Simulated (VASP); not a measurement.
A run of VASP 6.6.1:

The input INCAR:

```
ALGO = Normal
EDIFF = 1E-6
EDIFFG = -0.08
ENCUT = 600
GGA = PE
IBRION = 2
ISIF = 3
ISMEAR = 0
LASPH = True
LCHARG = False
LREAL = False
LWAVE = False
NELM = 60
NSW = 36
PREC = Accurate
SIGMA = 0.2
```

File KPOINTS:

```
k-points
0
Gamma
  6 6 1
```

Contents of POSCAR:

```
Mg5O
1.0
    3.1500000000      0.0000000000      0.0000000000
   -1.5750000000      2.7279800200      0.0000000000
    0.0000000000      0.0000000000     22.4000000000
Mg O
10 2
Direct
    0.3333333300      0.6666666700      0.4500000000
    0.6666666700      0.3333333300      0.5500000000
    0.3333333300      0.6666666700      0.6500000000
    0.6666666700      0.3333333300      0.7500000000
    0.3333333300      0.6666666700      0.0500000000
    0.6666666700      0.3333333300      0.9500000000
    0.3333333300      0.6666666700      0.8500000000
    0.6666666700      0.3333333300      0.3500000000
    0.3333333300      0.6666666700      0.2500000000
    0.6666666700      0.3333333300      0.1500000000
    0.0000000000      0.0000000000      0.5000000000
    0.0000000000      0.0000000000      0.0000000000
```

Potentials or basis: VASP PAW PBE potentials, release 64 (Mg, O).

Run with:

```bash
$ cat potpaw_PBE.64/Mg/POTCAR potpaw_PBE.64/O/POTCAR > POTCAR
$ mpirun -np 1 vasp_std > vasp.out
```

Hardware: 1 thread of Intel(R) Xeon(R) 6975P-C (Granite Rapids), on a shared host.

Problem. Estimate the wall time of this run.

Solution. It took 3.1 min on 1 thread of Intel(R) Xeon(R) 6975P-C (Granite Rapids), with other jobs on the host, peak memory 0.39 GiB. Counts: scf iterations 65, k points 7, ion steps 8.
